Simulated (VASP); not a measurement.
Input of a VASP 6.6.1 run:

File INCAR:

```
SYSTEM = Ge
PREC = Accurate
ENCUT = 520
EDIFF = 1E-6
ISMEAR = 0
SIGMA = 0.15
LREAL = .FALSE.
LASPH = .TRUE.
NELM = 100
ALGO = Normal
ISIF = 2
LWAVE = .FALSE.
LCHARG = .TRUE.
GGA = PS
LELF = .TRUE.
LVHAR = .TRUE.
NBANDS = 21
```

Contents of KPOINTS:

```
Automatic mesh
0
G
  18 18 18
  0 0 0
```

The input POSCAR:

```
Ge
1.0
    0.0000000000      2.9230171483      2.8804489374
    2.9230171483      0.0000000000      2.8804489374
    2.9230171483      2.9230171483      0.0000000000
Ge
2
Direct
    0.5000000000      0.5000000000      0.5000000000
    0.7500000000      0.7500000000      0.7500000000
```

Potentials or basis: VASP PAW PBE potentials, release 64 (Ge_d).

The run is started by

```bash
$ cat potpaw_PBE.64/Ge_d/POTCAR > POTCAR
$ mpirun -np 1 vasp_std > vasp.out
```

Task: Predict the band gap on the k mesh.

Result: Zero (bands 14 and 15 overlap by 0.09 eV).

Task: What does it give for the pressure?

Result: -4.2 GPa.

Stress tensor (GPa, compression positive):
```
-4.54  0.00  0.00
 0.00 -4.54  0.00
 0.00  0.00 -3.61
```

Caveat: the cell differs from its parent crystal (strain +0.030 along x and y, +0.015 along z); the cell stands under tension; semilocal functionals underestimate gaps, and a narrow one can read as zero; the PAW data sets were made with another functional, which shifts forces and pressure a little.
